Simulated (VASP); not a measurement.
# SnSe2 (P-3m1) in VASP: further runs

The runs below take SnSe2 through single point, with PBE.

All numbers are computed with VASP 6.6.1; they aren't measurements. Logs are shortened: lines on timing, memory, paths and dates and some standing lists are left out, and cuts for length are marked.

**1. The cell of the first run**

Symmetry: P-3m1, No. 164, trigonal system. The conventional cell has a = 4.087 Å, b = 4.087 Å, c = 6.270 Å, α = 90.00°, β = 90.00°, γ = 120.00°. Sn (site symmetry -3m) has 6 Se at 2.76 Å within 3.6 Å. Se (site symmetry 3m) has 3 Sn at 2.76 Å and 3 Se at 3.71 Å within 3.8 Å.

**2. Single point, PBE**

Input file INCAR:

```
SYSTEM = SnSe2
PREC = Accurate
ENCUT = 520
EDIFF = 1E-7
ISMEAR = 0
SIGMA = 0.05
LREAL = .False.
LASPH = .True.
NELM = 100
ALGO = Normal
ISIF = 2
LWAVE = .False.
LCHARG = .True.
GGA = PE
LELF = .True.
LVHAR = .True.
NBANDS = 20
```

Input file KPOINTS:

```
Automatic mesh
0
Gamma
  12 12 4
  0 0 0
```

Input file POSCAR:

```
SnSe2
1.0
    4.0872760905      0.0000000000      0.0000000000
   -2.0436380453      3.5396849266      0.0000000000
    0.0000000000      0.0000000000      6.2704718307
Sn Se
1 2
Direct
    0.0000000000      0.0000000000      0.0000000000
    0.3333333333      0.6666666667      0.2281493097
    0.6666666667      0.3333333333      0.7718506903
```

Potentials or basis: VASP PAW PBE potentials, release 64 (Sn_d, Se).

Command:

```console
$ cat potpaw_PBE.64/Sn_d/POTCAR potpaw_PBE.64/Se/POTCAR > POTCAR
$ mpirun -np 1 vasp_std > vasp.out
```

OUTCAR:

```text
SYSTEM = SnSe2
   PREC = Accurate
   ENCUT = 520
   EDIFF = 1E-7
   ISMEAR = 0
   LREAL = .False.
   LASPH = .True.
   NELM = 100
   ISIF = 2
   GGA = PE

 ion  position               nearest neighbor table
   1  0.000  0.000  0.000-   2 2.76   3 2.76   2 2.76   3 2.76   3 2.76   2 2.76
   2  0.333  0.667  0.228-   1 2.76   1 2.76   1 2.76
   3  0.667  0.333  0.772-   1 2.76   1 2.76   1 2.76

  LATTYP: Found a hexagonal cell.
 ALAT       =     4.0872760905
 C/A-ratio  =     1.5341444257

  Lattice vectors:

 A1 = (   4.0872760905,   0.0000000000,   0.0000000000)
 A2 = (  -2.0436380453,   3.5396849266,   0.0000000000)
 A3 = (   0.0000000000,   0.0000000000,   6.2704718307)

Analysis of symmetry for initial positions (statically):
=====================================================================
 Subroutine PRICEL returns:
 Original cell was already a primitive cell.

 Routine SETGRP: Setting up the symmetry group for a
 hexagonal supercell.

 Subroutine GETGRP returns: Found 12 space group operations
 (whereof 12 operations were pure point group operations)
 out of a pool of 24 trial point group operations.

The static configuration has the point symmetry D_3d.

Analysis of symmetry for dynamics (positions and initial velocities):
=====================================================================
 Subroutine PRICEL returns:
 Original cell was already a primitive cell.

 Routine SETGRP: Setting up the symmetry group for a
 hexagonal supercell.

 Subroutine GETGRP returns: Found 12 space group operations
 (whereof 12 operations were pure point group operations)
 out of a pool of 24 trial point group operations.

The dynamic configuration has the point symmetry D_3d.

 Subroutine INISYM returns: Found 12 space group operations
 (whereof 12 operations are pure point group operations),
 and found     1 'primitive' translations

----------------------------------------------------------------------------------------

                                     Primitive cell

  volume of cell :      90.7191

  direct lattice vectors                    reciprocal lattice vectors
     4.087276090  0.000000000  0.000000000     0.244661720  0.141255510  0.000000000
    -2.043638045  3.539684927  0.000000000     0.000000000  0.282511020  0.000000000
     0.000000000  0.000000000  6.270471831     0.000000000  0.000000000  0.159477632

  length of vectors
     4.087276090  4.087276090  6.270471831     0.282511020  0.282511020  0.159477632

  position of ions in fractional coordinates (direct lattice)
     0.000000000  0.000000000  0.000000000
     0.333333333  0.666666667  0.228149310
     0.666666667  0.333333333  0.771850690

  ion indices of the primitive-cell ions
   primitive index   ion index
                 1           1
                 2           2
                 3           3

----------------------------------------------------------------------------------------

 KPOINTS: Automatic mesh

Automatic generation of k-mesh.
 Grid dimensions read from file:
 generate k-points for:   12   12    4

 Generating k-lattice:

  Cartesian coordinates                     Fractional coordinates (reciprocal lattice)
     0.020388477  0.011771293  0.000000000     0.083333333  0.000000000  0.000000000
     0.000000000  0.023542585  0.000000000     0.000000000  0.083333333  0.000000000
     0.000000000  0.000000000  0.039869408     0.000000000  0.000000000  0.250000000

  Length of vectors
     0.023542585  0.023542585  0.039869408

  Shift w.r.t. Gamma in fractional coordinates (k-lattice)
     0.000000000  0.000000000  0.000000000

 Subroutine IBZKPT returns following result:
 ===========================================

 Found     69 irreducible k-points:

 Following reciprocal coordinates:
            Coordinates               Weight
  0.000000  0.000000  0.000000      1.000000
  0.083333 -0.000000  0.000000      6.000000
  0.166667  0.000000  0.000000      6.000000
  0.250000 -0.000000  0.000000      6.000000
  0.333333 -0.000000  0.000000      6.000000
  0.416667 -0.000000  0.000000      6.000000
[... 16 lines left out ...]
  0.166667  0.000000  0.250000      6.000000
  0.000000  0.166667  0.250000      6.000000
 [... further k-points ...]
   k-points           NKPTS =     69   k-points in BZ     NKDIM =     69   number of bands    NBANDS=     20
   number of dos      NEDOS =    301   number of ions     NIONS =      3
   total plane-waves  NPLWV =  43200
   dimension x,y,z NGX =    30 NGY =   30 NGZ =   48
   dimension x,y,z NGXF=    60 NGYF=   60 NGZF=   96
   ions per type =               1   2
   NGX,Y,Z   is equivalent  to a cutoff of  12.20, 12.20, 12.73 a.u.
   NGXF,Y,Z  is equivalent  to a cutoff of  24.40, 24.40, 25.45 a.u.
 SYSTEM =  SnSe2
   PREC   = accura    normal or accurate (medium, high low for compatibility)
   ISTART =      0    job   : 0-new  1-cont  2-samecut
   ICHARG =      2    charge: 1-file 2-atom 10-const
   ISPIN  =      1    spin polarized calculation?
   LNONCOLLINEAR =      F non collinear calculations
   LSORBIT =      F    spin-orbit coupling
   LASPH  =      T    aspherical Exc in radial PAW
   ENCUT  =  520.0 eV  38.22 Ry    6.18 a.u.   7.60  7.60 11.66*2*pi/ulx,y,z
   NELM   =    100;   NELMIN=  2; NELMDL= -5     # of ELM steps
   EDIFF  = 0.1E-06   stopping-criterion for ELM
   LREAL  =      F    real-space projection
   EDIFFG = 0.1E-05   stopping-criterion for IOM
   NSW    =      0    number of steps for IOM
   IBRION =     -1    ionic relax: 0-MD 1-quasi-New 2-CG
   NFREE  =      0    steps in history (QN), initial steepest desc. (CG)
   ISIF   =      2    stress and relaxation
   ISYM   =      2    0-nonsym 1-usesym 2-fastsym
   POTIM  = 0.5000    time-step for ionic-motion
   TEBEG  =    0.0;   TEEND  =   0.0 temperature during run
   PSTRESS=    0.0 pullay stress
   NELECT =      26.0000    total number of electrons
   NUPDOWN=      -1.0000    fix difference up-down
   EMIN   =  10.00;   EMAX   =-10.00  energy-range for DOS
   EFERMI =   0.00;   METHOD = LEGACY
   ISMEAR =     0;   SIGMA  =   0.05  broadening in eV -4-tet -1-fermi 0-gaus
   EFERMI_NEDOS =   21; number of points for ismear=-14 and -15
   IALGO  =     38    algorithm
   IMIX   =      4    mixing-type and parameters
     AMIX     =   0.40;   BMIX     =  1.00
     AMIX_MAG =   1.60;   BMIX_MAG =  1.00
  volume/ion in A,a.u.               =      30.24       204.07
  Fermi-wavevector in a.u.,A,eV,Ry     =   1.079360  2.039695 15.851034  1.165018
  Thomas-Fermi vector in A             =   2.215323
   LORBIT       =      0    0 simple, 1 ext, 2 COOP (PROOUT), +10 PAW based schemes
   GGA     = PE    functional components
   LHFCALC =     F    Hartree Fock is set to
   AEXX    =    0.0000 exact exchange contribution
   IVDW    =     0    specifies the selected vdW correction
   LEPSILON=     F    determine dielectric tensor
   LRPA    =     F    only Hartree local field effects (RPA)
 non-spin polarized calculation
 Gauss-broadening in eV      SIGMA  =   0.05
  energy-cutoff  :      520.00
  volume of cell :       90.72
 maximum number of plane-waves:      2464
   NGX = 15   NGY = 15   NGZ = 23

 number of electron      25.9999995 magnetization

 Free energy of the ion-electron system (eV)
  ---------------------------------------------------
  ext. energy  EPLUGINS =         0.00000000
  ---------------------------------------------------
  free energy    TOTEN  =       -11.66182809 eV

  energy without entropy =      -11.66163483  energy(sigma->0) =      -11.66173146

 E-fermi :   2.9520     XC(G=0):  -8.6427

 val. band max:        2.9360300728   @ k =   0.0000   0.0000   0.0000
 cond. band min:       3.3946851921   @ k =   0.0000   0.4167   0.2500
 fundamental gap:      0.4586551193
 Fermi energy:         2.9520162757

 k-point     1 :       0.0000    0.0000    0.0000
  band No.  band energies     occupation
      1     -18.6118      2.00000
      2     -18.6118      2.00000
      3     -18.6072      2.00000
      4     -18.5776      2.00000
      5     -18.5776      2.00000
      6     -10.6611      2.00000
[... 12 lines left out ...]
     19      11.0805      0.00000
     20      11.0805      0.00000

 k-point     2 :       0.0833   -0.0000    0.0000
  band No.  band energies     occupation
      1     -18.6142      2.00000
      2     -18.6115      2.00000
      3     -18.6061      2.00000
      4     -18.5779      2.00000
      5     -18.5765      2.00000
      6     -10.6064      2.00000
[... 12 lines left out ...]
     19      10.5443      0.00000
     20      11.1745      0.00000

 k-point     3 :       0.1667    0.0000    0.0000
  band No.  band energies     occupation
      1     -18.6207      2.00000
      2     -18.6108      2.00000
      3     -18.6032      2.00000
      4     -18.5784      2.00000
      5     -18.5730      2.00000
      6     -10.4465      2.00000
[... 12 lines left out ...]
     19      11.0163      0.00000
     20      11.1963      0.00000

 k-point     4 :       0.2500   -0.0000    0.0000
  band No.  band energies     occupation
      1     -18.6297      2.00000
      2     -18.6104      2.00000
      3     -18.5999      2.00000
      4     -18.5785      2.00000
      5     -18.5678      2.00000
      6     -10.1953      2.00000
[... 12 lines left out ...]
     19      10.4723      0.00000
     20      11.6363      0.00000

 k-point     5 :       0.3333   -0.0000    0.0000
  band No.  band energies     occupation
      1     -18.6387      2.00000
      2     -18.6104      2.00000
      3     -18.5974      2.00000
      4     -18.5778      2.00000
      5     -18.5621      2.00000
      6      -9.8828      2.00000
[... 12 lines left out ...]
     19      10.6823      0.00000
     20      11.8179      0.00000
[... 353 lines left out ...]
      6     -10.5638      2.00000
[... 12 lines left out ...]
     19      10.9826      0.00000
     20      11.0528      0.00000

 k-point    22 :       0.0000    0.0833    0.2500
  band No.  band energies     occupation
      1     -18.6142      2.00000
      2     -18.6115      2.00000
      3     -18.6061      2.00000
      4     -18.5779      2.00000
      5     -18.5765      2.00000
      6     -10.5638      2.00000
[... 12 lines left out ...]
     19      10.8746      0.00000
     20      10.9202      0.00000

 k-point    23 :       0.1667    0.0000    0.2500
  band No.  band energies     occupation
      1     -18.6208      2.00000
      2     -18.6108      2.00000
      3     -18.6032      2.00000
      4     -18.5784      2.00000
      5     -18.5730      2.00000
      6     -10.4052      2.00000
[... 12 lines left out ...]
     19      10.9578      0.00000
     20      11.4839      0.00000

 k-point    24 :       0.0000    0.1667    0.2500
  band No.  band energies     occupation
      1     -18.6208      2.00000
      2     -18.6108      2.00000
      3     -18.6032      2.00000
      4     -18.5784      2.00000
      5     -18.5730      2.00000
      6     -10.4051      2.00000
[... 12 lines left out ...]
     19      10.7481      0.00000
     20      11.0904      0.00000

 [... further k-points ...]

------------------------ aborting loop because EDIFF is reached ----------------------------------------

  FORCE on cell =-STRESS in cart. coord.  units (eV):
  Direction    XX          YY          ZZ          XY          YZ          ZX
  --------------------------------------------------------------------------------------
  -------------------------------------------------------------------------------------
  Total       -1.4394743     -1.4394743      1.8900001      0.0000000      0.0000000      0.0000000
  in kB      -25.4223500    -25.4223500     33.3790220      0.0000000      0.0000000      0.0000000
  external PRESSURE =      -5.8218926 kB  Pullay stress =       0.0000000 kB

 VOLUME and BASIS-vectors are now :
 -----------------------------------------------------------------------------
  energy-cutoff  :      520.00
  volume of cell :       90.72
      direct lattice vectors                 reciprocal lattice vectors
     4.087276090  0.000000000  0.000000000     0.244661720  0.141255510  0.000000000
    -2.043638045  3.539684927  0.000000000     0.000000000  0.282511020  0.000000000
     0.000000000  0.000000000  6.270471831     0.000000000  0.000000000  0.159477632

 POSITION                                       TOTAL-FORCE (eV/Angst)
 -----------------------------------------------------------------------------------
      0.00000      0.00000      0.00000        -0.000000      0.000000      0.000000
     -0.00000      2.35979      1.43060        -0.000000      0.000000      0.669258
      2.04364      1.17989      4.83987         0.000000     -0.000000     -0.669258
 -----------------------------------------------------------------------------------
    total drift:                                0.000000      0.000000      0.000000

  FREE ENERGIE OF THE ION-ELECTRON SYSTEM (eV)
  ---------------------------------------------------
  free  energy   TOTEN  =       -11.6618280861 eV

  energy  without entropy=      -11.6616348256  energy(sigma->0) =      -11.66173146
```

Run time: 2.5 min. Hardware: 1 thread of Intel Xeon 8259CL, shared host; peak memory 0.27 GiB.

Results:

* Free energy: -11.6618 eV
* Pressure: -0.6 GPa
* Largest force: 0.669 eV/Å

Forces in eV/Å, atoms in the order of the input:
```
Sn   0.000  0.000  0.000
Se   0.000  0.000  0.669
Se   0.000  0.000 -0.669
```

Levels at points of the mesh, in eV from the Fermi level:
| k point | band 9 | band 10 | band 11 | band 12 | band 13 | band 14 | band 15 | band 16 | band 17 | band 18 |
| --- | --- | --- | --- | --- | --- | --- | --- | --- | --- | --- |
| (0.00, 0.00, 0.00) | -1.38 | -1.38 | -1.06 | -1.06 | -0.08 | -0.02 | 1.95 | 3.78 | 3.78 | 7.18 |
| (0.50, 0.00, 0.00) | -4.19 | -3.09 | -2.41 | -0.87 | -0.71 | 0.48 | 3.31 | 5.22 | 5.67 | 7.09 |
| (0.00, 0.00, 0.50) | -1.43 | -1.43 | -1.42 | -0.98 | -0.98 | 0.92 | 1.96 | 3.59 | 3.59 | 7.70 |
| (0.50, 0.00, 0.50) | -4.48 | -2.99 | -1.85 | -0.94 | -0.93 | 0.65 | 3.73 | 5.26 | 5.78 | 6.09 |

Caveat: spin-orbit coupling is left out, which moves the levels of the heavy elements; this functional lacks dispersion, which binds the layers, so the pressure and a relaxed spacing across them are unreliable.

**3. Single point, PBE**

This run uses another cell than the first one, of the same volume but with other edges.

Input file INCAR:

```
SYSTEM = SnSe2
  ALGO = Normal
  EDIFF = 1E-6
  ENCUT = 520
  GGA = PE
  ISIF = 2
  ISMEAR = 0
  LASPH = .True.
  LCHARG = .False.
  LREAL = .False.
  LWAVE = .False.
  NBANDS = 20
  NELM = 60
  PREC = Accurate
  SIGMA = 0.05
```

Input file KPOINTS:

```
k-points
0
Gamma
  12 12 4
  0 0 0
```

Input file POSCAR:

```
SnSe2
1.0
    3.6434532496      0.0000000000      0.0000000000
   -1.8217266248      3.1553230717      0.0000000000
    0.0000000000      0.0000000000      7.8911766965
Sn Se
1 2
Direct
    0.0000000000      0.0000000000      0.0000000000
    0.3333333333      0.6666666667      0.2281493097
    0.6666666667      0.3333333333      0.7718506903
```

Potentials or basis: VASP PAW PBE potentials, release 64 (Sn_d, Se).

Command:

```console
$ cat potpaw_PBE.64/Sn_d/POTCAR potpaw_PBE.64/Se/POTCAR > POTCAR
$ mpirun -np 1 vasp_std > vasp.out
```

Wall time 1.9 min (1 thread of Intel Xeon 8259CL, shared host); peak memory 0.28 GiB.

Results (log left out):

```yaml
Free_energy: -11.4619 eV
Pressure: 0.8 GPa
Largest_force: 1.173 eV/Å
Band_gap_on_the_k_mesh: zero (bands 13 and 14 overlap by 0.16 eV)
```

Forces in eV/Å, atoms in the order of the input:
```
Sn   0.000  0.000  0.000
Se   0.000  0.000 -1.173
Se   0.000  0.000  1.173
```

Stress tensor (GPa, compression positive):
```
 4.97  0.00  0.00
 0.00  4.97  0.00
 0.00  0.00 -7.57
```

Levels at points of the mesh, in eV from the Fermi level:
```tsv
k point	band 9	band 10	band 11	band 12	band 13	band 14	band 15	band 16	band 17	band 18
(0.00, 0.00, 0.00)	-2.36	-0.30	-0.30	-0.01	-0.01	0.75	3.56	4.74	4.74	6.10
(0.50, 0.00, 0.00)	-5.08	-3.45	-2.07	-1.93	-0.67	0.12	3.16	4.06	4.74	4.77
(0.00, 0.00, 0.50)	-2.91	-0.31	-0.31	0.00	0.00	1.69	3.35	4.72	4.72	6.21
(0.50, 0.00, 0.50)	-5.14	-3.29	-2.05	-1.79	-0.71	-0.16	2.93	3.97	4.76	4.87
```

Caveat: semilocal functionals underestimate gaps, so a narrow gap can read as zero; spin-orbit coupling is left out, which moves the levels of the heavy elements; this functional lacks dispersion, which binds the layers, so the pressure and a relaxed spacing across them are unreliable; forces of over 1 eV/Å act on the atoms, so gaps and moduli don't describe the material at rest.

(Part 1 of 2 ends here.)
